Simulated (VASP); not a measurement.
# AlRu (Pm-3m) in VASP: notebook

Aim: see how the results for AlRu move with the level of theory and the settings. Levels: RPBE+D3(BJ), RPBE+D4, PBE0, PBEsol-based screened hybrid with 25 % exact exchange, PBE-based screened hybrid with 25 % exact exchange. Tasks: relaxation of cell and atoms, single point.

Everything below comes from runs of VASP 6.6.1. Logs are shortened: lines on timing, memory, paths and dates and some standing lists are left out, and cuts for length are marked.

**1. The cell of the first run**

The structure is cubic, space group Pm-3m (No. 221). Conventional cell: a = 2.992 Å, b = 2.992 Å, c = 2.992 Å, α = 90.00°, β = 90.00°, γ = 90.00°. Within 3.4 Å of Ru (site symmetry m-3m) lie 8 Al at 2.59 Å and 6 Ru at 2.99 Å. Within 3.4 Å of Al (site symmetry m-3m) lie 8 Ru at 2.59 Å and 6 Al at 2.99 Å.

**2. Relaxation of cell and atoms, RPBE+D3(BJ)**

Contents of INCAR:

```
PREC = Accurate
ENCUT = 600
EDIFF = 1E-6
ISMEAR = -1
SIGMA = 0.05
LREAL = False
LASPH = True
NELM = 80
ALGO = Fast
ISIF = 3
LWAVE = False
LCHARG = False
GGA = RP
IVDW = 12
IBRION = 2
NSW = 60
EDIFFG = -0.01
```

Contents of KPOINTS:

```
regular mesh
0
Gamma
  9 9 9
```

Contents of POSCAR:

```
AlRu
1.0
    2.9916000000      0.0000000000      0.0000000000
    0.0000000000      2.9916000000      0.0000000000
    0.0000000000      0.0000000000      2.9916000000
Ru Al
1 1
Direct
    0.5000000000      0.5000000000      0.5000000000
    0.0000000000      0.0000000000      0.0000000000
```

Potentials or basis: VASP PAW PBE potentials, release 64 (Ru_pv, Al).

Started as:

```sh
$ cat potpaw_PBE.64/Ru_pv/POTCAR potpaw_PBE.64/Al/POTCAR > POTCAR
$ mpirun -np 1 vasp_std > vasp.out
```

OUTCAR:

```text
PREC = Accurate
   ENCUT = 600
   EDIFF = 1E-6
   ISMEAR = -1
   LREAL = False
   LASPH = True
   NELM = 80
   ISIF = 3
   GGA = RP
   IVDW = 12
   IBRION = 2
   NSW = 60
   EDIFFG = -0.01
 IVDW          = 12

 ion  position               nearest neighbor table
   1  0.500  0.500  0.500-   2 2.59   2 2.59   2 2.59   2 2.59   2 2.59   2 2.59   2 2.59   2 2.59

   2  0.000  0.000  0.000-   1 2.59   1 2.59   1 2.59   1 2.59   1 2.59   1 2.59   1 2.59   1 2.59

  LATTYP: Found a simple cubic cell.
 ALAT       =     2.9916000000

  Lattice vectors:

 A1 = (   2.9916000000,   0.0000000000,   0.0000000000)
 A2 = (   0.0000000000,   2.9916000000,   0.0000000000)
 A3 = (   0.0000000000,   0.0000000000,   2.9916000000)

Analysis of symmetry for initial positions (statically):
=====================================================================
 Subroutine PRICEL returns:
 Original cell was already a primitive cell.

 Routine SETGRP: Setting up the symmetry group for a
 simple cubic supercell.

 Subroutine GETGRP returns: Found 48 space group operations
 (whereof 48 operations were pure point group operations)
 out of a pool of 48 trial point group operations.

The static configuration has the point symmetry O_h .

Analysis of symmetry for dynamics (positions and initial velocities):
=====================================================================
 Subroutine PRICEL returns:
 Original cell was already a primitive cell.

 Routine SETGRP: Setting up the symmetry group for a
 simple cubic supercell.

 Subroutine GETGRP returns: Found 48 space group operations
 (whereof 48 operations were pure point group operations)
 out of a pool of 48 trial point group operations.

The dynamic configuration has the point symmetry O_h .

 Subroutine INISYM returns: Found 48 space group operations
 (whereof 48 operations are pure point group operations),
 and found     1 'primitive' translations

----------------------------------------------------------------------------------------

                                     Primitive cell

  volume of cell :      26.7738

  direct lattice vectors                    reciprocal lattice vectors
     2.991600000  0.000000000  0.000000000     0.334269287  0.000000000  0.000000000
     0.000000000  2.991600000  0.000000000     0.000000000  0.334269287  0.000000000
     0.000000000  0.000000000  2.991600000     0.000000000  0.000000000  0.334269287

  length of vectors
     2.991600000  2.991600000  2.991600000     0.334269287  0.334269287  0.334269287

  position of ions in fractional coordinates (direct lattice)
     0.500000000  0.500000000  0.500000000
     0.000000000  0.000000000  0.000000000

  ion indices of the primitive-cell ions
   primitive index   ion index
                 1           1
                 2           2

----------------------------------------------------------------------------------------

 KPOINTS: regular mesh

Automatic generation of k-mesh.
 Grid dimensions read from file:
 generate k-points for:    9    9    9

 Generating k-lattice:

  Cartesian coordinates                     Fractional coordinates (reciprocal lattice)
     0.037141032  0.000000000  0.000000000     0.111111111  0.000000000  0.000000000
     0.000000000  0.037141032  0.000000000     0.000000000  0.111111111  0.000000000
     0.000000000  0.000000000  0.037141032     0.000000000  0.000000000  0.111111111

  Length of vectors
     0.037141032  0.037141032  0.037141032

  Shift w.r.t. Gamma in fractional coordinates (k-lattice)
     0.000000000  0.000000000  0.000000000

 Subroutine IBZKPT returns following result:
 ===========================================

 Found     35 irreducible k-points:

 Following reciprocal coordinates:
            Coordinates               Weight
  0.000000  0.000000  0.000000      1.000000
  0.111111  0.000000  0.000000      6.000000
  0.222222  0.000000  0.000000      6.000000
  0.333333  0.000000  0.000000      6.000000
  0.444444  0.000000  0.000000      6.000000
  0.111111  0.111111  0.000000     12.000000
[... 16 lines left out ...]
  0.333333  0.333333  0.111111     24.000000
  0.444444  0.333333  0.111111     48.000000
 [... further k-points ...]
   k-points           NKPTS =     35   k-points in BZ     NKDIM =     35   number of bands    NBANDS=     12
   number of dos      NEDOS =    301   number of ions     NIONS =      2
   total plane-waves  NPLWV =  13824
   dimension x,y,z NGX =    24 NGY =   24 NGZ =   24
   dimension x,y,z NGXF=    48 NGYF=   48 NGZF=   48
   ions per type =               1   1
   NGX,Y,Z   is equivalent  to a cutoff of  13.34, 13.34, 13.34 a.u.
   NGXF,Y,Z  is equivalent  to a cutoff of  26.67, 26.67, 26.67 a.u.
 SYSTEM =  unknown system
   PREC   = accura    normal or accurate (medium, high low for compatibility)
   ISTART =      0    job   : 0-new  1-cont  2-samecut
   ICHARG =      2    charge: 1-file 2-atom 10-const
   ISPIN  =      1    spin polarized calculation?
   LNONCOLLINEAR =      F non collinear calculations
   LSORBIT =      F    spin-orbit coupling
   LASPH  =      T    aspherical Exc in radial PAW
   ENCUT  =  600.0 eV  44.10 Ry    6.64 a.u.   5.97  5.97  5.97*2*pi/ulx,y,z
   NELM   =     80;   NELMIN=  2; NELMDL= -5     # of ELM steps
   EDIFF  = 0.1E-05   stopping-criterion for ELM
   LREAL  =      F    real-space projection
   EDIFFG = -.1E-01   stopping-criterion for IOM
   NSW    =     60    number of steps for IOM
   IBRION =      2    ionic relax: 0-MD 1-quasi-New 2-CG
   NFREE  =      1    steps in history (QN), initial steepest desc. (CG)
   ISIF   =      3    stress and relaxation
   ISYM   =      2    0-nonsym 1-usesym 2-fastsym
   POTIM  = 0.5000    time-step for ionic-motion
   TEBEG  =    0.0;   TEEND  =   0.0 temperature during run
   PSTRESS=    0.0 pullay stress
   NELECT =      17.0000    total number of electrons
   NUPDOWN=      -1.0000    fix difference up-down
   EMIN   =  10.00;   EMAX   =-10.00  energy-range for DOS
   EFERMI =   0.00;   METHOD = LEGACY
   ISMEAR =    -1;   SIGMA  =   0.05  broadening in eV -4-tet -1-fermi 0-gaus
   EFERMI_NEDOS =   21; number of points for ismear=-14 and -15
   IALGO  =     68    algorithm
   IMIX   =      4    mixing-type and parameters
     AMIX     =   0.40;   BMIX     =  1.00
     AMIX_MAG =   1.60;   BMIX_MAG =  1.00
  volume/ion in A,a.u.               =      13.39        90.34
  Fermi-wavevector in a.u.,A,eV,Ry     =   1.407087  2.659009 26.938090  1.979894
  Thomas-Fermi vector in A             =   2.529382
   LORBIT       =      0    0 simple, 1 ext, 2 COOP (PROOUT), +10 PAW based schemes
   GGA     = RP    functional components
   LHFCALC =     F    Hartree Fock is set to
   AEXX    =    0.0000 exact exchange contribution
   IVDW    =    12    specifies the selected vdW correction
   LEPSILON=     F    determine dielectric tensor
   LRPA    =     F    only Hartree local field effects (RPA)
 conjugate gradient relaxation of ions
 non-spin polarized calculation
 RMM-DIIS sequential band-by-band and
  energy-cutoff  :      600.00
  volume of cell :       26.77
 maximum number of plane-waves:       922
 NGX is ok and might be reduce to    24
   NGX = 11   NGY = 11   NGZ = 11

--------------------------------------- Ionic step        1  -------------------------------------------

 number of electron      16.9999995 magnetization

 Free energy of the ion-electron system (eV)
  ---------------------------------------------------
  ext. energy  EPLUGINS =         0.00000000
  ---------------------------------------------------
  free energy    TOTEN  =       -13.35975003 eV

  energy without entropy =      -13.34422357  energy(sigma->0) =      -13.35198680

------------------------ aborting loop because EDIFF is reached ----------------------------------------

 Edisp (eV)   -5.57650

 E8    (eV) :    -3.7380

  FORCE on cell =-STRESS in cart. coord.  units (eV):
  Direction    XX          YY          ZZ          XY          YZ          ZX
  --------------------------------------------------------------------------------------
  -------------------------------------------------------------------------------------
  Total      -4.86665    -4.86665    -4.86665     0.00000     0.00000    -0.00000
  in kB    -291.22572  -291.22572  -291.22572     0.00000     0.00000    -0.00000
  external pressure =     -291.23 kB  Pullay stress =        0.00 kB

 VOLUME and BASIS-vectors are now :
 -----------------------------------------------------------------------------
  energy-cutoff  :      600.00
  volume of cell :       26.77
      direct lattice vectors                 reciprocal lattice vectors
     2.991600000  0.000000000  0.000000000     0.334269287  0.000000000  0.000000000
     0.000000000  2.991600000  0.000000000     0.000000000  0.334269287  0.000000000
     0.000000000  0.000000000  2.991600000     0.000000000  0.000000000  0.334269287
[... 121 lines left out ...]
 POSITION                                       TOTAL-FORCE (eV/Angst)
 -----------------------------------------------------------------------------------
      1.43527      1.43527      1.43527        -0.000000      0.000000      0.000000
      0.00000      0.00000      0.00000         0.000000     -0.000000      0.000000
 -----------------------------------------------------------------------------------
    total drift:                                0.000000     -0.000000     -0.000000

  FREE ENERGIE OF THE ION-ELECTRON SYSTEM (eV)
  ---------------------------------------------------
  free  energy   TOTEN  =       -19.2579529431 eV

  energy  without entropy=      -19.2446961051  energy(sigma->0) =      -19.25132452

--------------------------------------- Ionic step        5  -------------------------------------------

 number of electron      17.0000004 magnetization

 Free energy of the ion-electron system (eV)
  ---------------------------------------------------
  ext. energy  EPLUGINS =         0.00000000
  ---------------------------------------------------
  free energy    TOTEN  =       -12.91745516 eV

  energy without entropy =      -12.90424214  energy(sigma->0) =      -12.91084865

 E-fermi :  12.6069     XC(G=0): -13.1644

 val. band max:       12.5919394672   @ k =   0.4444   0.1111   0.1111
 cond. band min:      12.6193168183   @ k =   0.4444   0.4444   0.1111
 fundamental gap:      0.0273773511
 Fermi energy:        12.6069181716

 k-point     1 :       0.0000    0.0000    0.0000
  band No.  band energies     occupation
      1     -29.1372      2.00000
      2     -29.1372      2.00000
      3     -29.1372      2.00000
      4       2.2866      2.00000
      5       8.3756      2.00000
      6       8.3756      2.00000
      7      12.8951      0.00626
      8      12.8951      0.00626
      9      12.8951      0.00626
     10      19.4687      0.00000
     11      19.4687      0.00000
     12      19.4687      0.00000

 k-point     2 :       0.1111    0.0000    0.0000
  band No.  band energies     occupation
      1     -29.1771      2.00000
      2     -29.1339      2.00000
      3     -29.1339      2.00000
      4       2.5511      2.00000
      5       8.4733      2.00000
      6       8.4884      2.00000
      7      12.5594      1.44272
      8      12.5594      1.44271
      9      12.9306      0.00309
     10      18.4016      0.00000
     11      19.9842      0.00000
     12      19.9842      0.00000
[... 316 lines left out ...]
 k-point    24 :       0.4444    0.3333    0.1111
  band No.  band energies     occupation
      1     -29.4234      2.00000
      2     -29.3449      2.00000
      3     -29.1241      2.00000
      4       6.2455      2.00000
      5       8.4556      2.00000
      6       9.7850      2.00000
      7      10.4261      2.00000
      8      11.8144      2.00000
      9      12.3760      1.98046
     10      15.3813      0.00000
     11      19.7691      0.00000
     12      20.9682      0.00000

 [... further k-points ...]

------------------------ aborting loop because EDIFF is reached ----------------------------------------

 Edisp (eV)   -6.34066

 E8    (eV) :    -4.2409

  FORCE on cell =-STRESS in cart. coord.  units (eV):
  Direction    XX          YY          ZZ          XY          YZ          ZX
  --------------------------------------------------------------------------------------
  -------------------------------------------------------------------------------------
  Total      -0.00284    -0.00284    -0.00284     0.00000     0.00000    -0.00000
  in kB      -0.19299    -0.19299    -0.19299     0.00000     0.00000    -0.00000
  external pressure =       -0.19 kB  Pullay stress =        0.00 kB

 VOLUME and BASIS-vectors are now :
 -----------------------------------------------------------------------------
  energy-cutoff  :      600.00
  volume of cell :       23.59
      direct lattice vectors                 reciprocal lattice vectors
     2.867949107  0.000000000 -0.000000000     0.348681222 -0.000000000 -0.000000000
     0.000000000  2.867949107 -0.000000000    -0.000000000  0.348681222 -0.000000000
     0.000000000  0.000000000  2.867949107     0.000000000  0.000000000  0.348681222

 POSITION                                       TOTAL-FORCE (eV/Angst)
 -----------------------------------------------------------------------------------
      1.43397      1.43397      1.43397        -0.000000      0.000000      0.000000
      0.00000      0.00000      0.00000         0.000000     -0.000000      0.000000
 -----------------------------------------------------------------------------------
    total drift:                                0.000000     -0.000000     -0.000000

  FREE ENERGIE OF THE ION-ELECTRON SYSTEM (eV)
  ---------------------------------------------------
  free  energy   TOTEN  =       -19.2581196124 eV

  energy  without entropy=      -19.2449065916  energy(sigma->0) =      -19.25151310

 reached required accuracy - stopping structural energy minimisation
```

Run time: 63 s. Hardware: 1 thread of Intel Xeon 8259CL, shared host; peak memory 0.16 GiB.

Results:

```yaml
Free_energy: -19.2581 eV
Relaxed_volume: 11.79 Å³/atom
Relaxed_cell: a = 2.868 Å, b = 2.868 Å, c = 2.868 Å, α = 90.00°, β = 90.00°, γ = 90.00°
Space_group_after_relaxing_to_0.1_Å: Pm-3m (No. 221)
Pressure_after_relaxing: 0.0 GPa
Band_gap_on_the_k_mesh: zero (an odd number of electrons rules out a gap without spin polarisation)
Dispersion_energy_per_atom: -3.170 eV
```

Final structure:
```cif
data_structure
_symmetry_space_group_name_H-M 'P 1'
_symmetry_Int_Tables_number 1
_cell_length_a 2.8679
_cell_length_b 2.8679
_cell_length_c 2.8679
_cell_angle_alpha 90.000
_cell_angle_beta 90.000
_cell_angle_gamma 90.000
_cell_volume 23.59
loop_
_atom_site_label
_atom_site_type_symbol
_atom_site_fract_x
_atom_site_fract_y
_atom_site_fract_z
_atom_site_occupancy
Ru1 Ru 0.50000 0.50000 0.50000 1
Al1 Al 0.00000 0.00000 0.00000 1
```

Levels at points of the mesh, in eV from the Fermi level:
```tsv
k point	band 5	band 6	band 7	band 8	band 9	band 10	band 11	band 12
(0.00, 0.00, 0.00)	-4.23	-4.23	0.29	0.29	0.29	6.86	6.86	6.86
```

Caveat: the PAW data sets were made with another functional, which shifts forces and pressure a little.

**3. Relaxation of cell and atoms, RPBE+D4**

Contents of INCAR:

```
SYSTEM = AlRu
PREC = Accurate ; ENCUT = 600
EDIFF = 1E-7 ; ISMEAR = -1
SIGMA = 0.05 ; LREAL = .False.
LASPH = .True. ; NELM = 60
ALGO = Fast ; ISIF = 3
LWAVE = .False. ; LCHARG = .False.
GGA = RP ; IVDW = 13
IBRION = 2 ; NSW = 60
EDIFFG = -0.01
```

Contents of KPOINTS:

```
regular mesh
0
Gamma
  9 9 9
  0 0 0
```

POSCAR is that of step 2.

Potentials or basis: VASP PAW PBE potentials, release 64 (Ru_pv, Al).

Started as:

```sh
$ cat potpaw_PBE.64/Ru_pv/POTCAR potpaw_PBE.64/Al/POTCAR > POTCAR
$ mpirun -np 1 vasp_std > vasp.out
```

It took 42 s on 1 thread of Intel Xeon 8259CL, shared host; peak memory 0.15 GiB.

It converged, with:

| Property | Result |
| --- | --- |
| Free energy | -15.1683 eV |
| Relaxed volume | 13.11 Å³/atom |
| Relaxed cell | a = 2.971 Å, b = 2.971 Å, c = 2.971 Å, α = 90.00°, β = 90.00°, γ = 90.00° |
| Space group after relaxing (to 0.1 Å) | Pm-3m (No. 221) |
| Energy gained by relaxing | 4.0 meV/atom |
| Ionic steps | 3 |
| Pressure after relaxing | 0.0 GPa |
| Band gap on the k mesh | zero (an odd number of electrons rules out a gap without spin polarisation) |
| Dispersion energy per atom | -0.919 eV |

Step by step:
| step | energy change (eV) | largest force (eV/Å) | pressure (GPa) | volume (Å³) |
| --- | --- | --- | --- | --- |
| 1 | 0.0000 | 0.0000 | -4.46 | 26.77 |
| 2 | 0.0121 | 0.0000 | 7.82 | 25.36 |
| 3 | -0.0080 | 0.0000 | -0.02 | 26.21 |

Final structure:
```
CELL_PARAMETERS angstrom
2.97055 0.00000 0.00000
0.00000 2.97055 0.00000
0.00000 0.00000 2.97055
ATOMIC_POSITIONS crystal
Ru 0.50000 0.50000 0.50000
Al 0.00000 0.00000 0.00000
```

Levels at points of the mesh, in eV from the Fermi level:
| k point | band 6 | band 7 | band 8 | band 9 | band 10 | band 11 | band 12 |
| --- | --- | --- | --- | --- | --- | --- | --- |
| (0.00, 0.00, 0.00) | -3.60 | 0.25 | 0.25 | 0.25 | 6.30 | 6.30 | 6.30 |

Caveat: the PAW data sets were made with another functional, which shifts forces and pressure a little.

[end of part 1 of 2]
